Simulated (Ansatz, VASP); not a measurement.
# Two plane-wave programs on Ti

File INCAR:

```
PREC = Accurate ; ENCUT = 600
EDIFF = 1E-7 ; ISMEAR = 0
SIGMA = 0.1 ; LREAL = False
LASPH = True ; NELM = 60
ALGO = Normal ; ISIF = 3
LWAVE = False ; LCHARG = False
IBRION = 2 ; NSW = 100
EDIFFG = -0.05
```

KPOINTS

```
regular mesh
0
Gamma
  9 9 4
```

File POSCAR:

```
Ti
1.0
    2.9500000000      0.0000000000      0.0000000000
   -1.4750000000      2.5547749412      0.0000000000
    0.0000000000      0.0000000000      4.6800000000
Ti
2
Direct
    0.3333333333      0.6666666667      0.2500000000
    0.6666666667      0.3333333333      0.7500000000
```

Input for Ansatz:

```yaml
crystal:
  lattice:
    - [2.95, 0.0, 0.0]
    - [-1.475, 2.5547749412, 0.0]
    - [0.0, 0.0, 4.68]
  atoms:
    - { symbol: Ti, position: [0.3333333333, 0.6666666667, 0.25] }
    - { symbol: Ti, position: [0.6666666667, 0.3333333333, 0.75] }
basis:
  ecutwfc: 420
kpoints:
  mp_grid: { grid: [9, 9, 4] }
hamiltonian:
  xc: lda
scf:
  occupations: { method: gaussian, width: 0.1 }
output:
  forces: true
  stress: true
  eigenvalues: true
relax:
  adjacent_minimum: "off"
  f_tol: 0.05
  max_steps: 80
  cell: { stress_tol: 0.5 }
```

Alike in both runs: task relaxation of cell and atoms; functional LDA; k mesh 9 × 9 × 4; occupations gaussian, width 0.1 eV; no spin polarisation.

```csv
,VASP,Ansatz
version,VASP 6.6.1,Ansatz 0.2.0
potentials or method,"VASP PAW LDA potentials, release 64 (Ti_sv), cutoff 600 eV","scalar-relativistic, plane waves, PAW"
valence electrons in the cell,24,24
```

VASP gave:

* gap on the k mesh at the Fermi level, each at its own relaxed structure (eV): none
* relaxed volume (Å³/atom): 16.09
* relaxed cell length with the largest relative difference (Å): 2.865

**Question.** Which values does Ansatz return?

**Answer.** gap on the k mesh at the Fermi level, each at its own relaxed structure (eV): none; relaxed volume (Å³/atom): 16.11; relaxed cell length with the largest relative difference (Å): 2.868.

LDA's correlation is that of Perdew and Zunger in VASP and of Perdew and Wang (1992) in Ansatz. A gap of «none» marks a metal or a gap that the smearing closes.
